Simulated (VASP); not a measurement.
Runs of VASP 6.6.1 on Nb. The structure is that of space group Fm-3m (No. 225), or close to it. The cells are those of the table. 

| cell | gap on the mesh (eV) | pressure (GPa) |
| --- | --- | --- |
| a = 3.036 Å, angles 60.0°, 1 atom | none | (b) |
| a = 2.956 Å, angles 60.0°, 1 atom | none | 6.3 |
| a = 3.112 Å, angles 60.0°, 1 atom | none | -14.8 |
| a = 2.997 Å, angles 60.0°, 1 atom | none | -0.5 |
| a = 3.075 Å, angles 60.0°, 1 atom | none | (a) |

Alike in all rows: task single point; level revPBE; potentials or basis VASP PAW PBE potentials, release 64 (Nb_sv); no spin polarisation; k mesh 14 × 14 × 14; cutoff (eV) 520; smearing fermi-dirac 0.1 eV.

Estimate the missing entries.

(a) -10.9; (b) -6.2.

Caveats: the PAW data sets were made with another functional, which shifts forces and pressure a little.

A k mesh can miss the band edges, and the runs leave out spin-orbit coupling on Nb.

A gap of «none» marks levels without a gap at the run's occupations.
